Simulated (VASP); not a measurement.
Set up this calculation in VASP 6.6.1, as the native input.

* Task: single point
* Functional: PBEsol
* Potentials or basis: VASP PAW PBE potentials, release 64 (K_sv)
* Cutoff: 520 eV
* k mesh: 10 × 10 × 10
* Occupations: fermi-dirac, width 0.08 eV
* Spin: no spin polarisation
* Dipole correction: no
* Further INCAR settings: ALGO = Normal; EDIFF = 1e-06; NBANDS = 10

The structure of K lies in POSCAR:

```
K
1.0
   -2.5656400000      2.5656400000      2.6180000000
    2.5656400000     -2.5656400000      2.6180000000
    2.5656400000      2.5656400000     -2.6180000000
K
1
Direct
    0.0000000000      0.0000000000      0.0000000000
```

This cell differs from its parent crystal: equal xx and yy strain of -2 %.

One way to write it, as run:

INCAR

```
PREC = Accurate
ENCUT = 520
EDIFF = 1E-6
ISMEAR = -1
SIGMA = 0.08
LREAL = False
LASPH = True
NELM = 100
ALGO = Normal
ISIF = 2
LWAVE = False
LCHARG = False
GGA = PS
NBANDS = 10
```

KPOINTS

```
Automatic mesh
0
Gamma
  10 10 10
```

Potentials or basis: VASP PAW PBE potentials, release 64 (K_sv).

Run with:

```sh
$ cat potpaw_PBE.64/K_sv/POTCAR > POTCAR
$ mpirun -np 1 vasp_std > vasp.out
```

It gave:

```json
{"Pressure": "0.1 GPa", "Band gap on the k mesh": "zero (an odd number of electrons rules out a gap without spin polarisation)"}
```

Caveat: the cell differs from its parent crystal (equal xx and yy strain of -2 %); the PAW data sets were made with another functional, which shifts forces and pressure a little.

Run time: 96 s on 1 thread of AMD EPYC 7R13, on a shared host, peak memory 0.23 GiB.
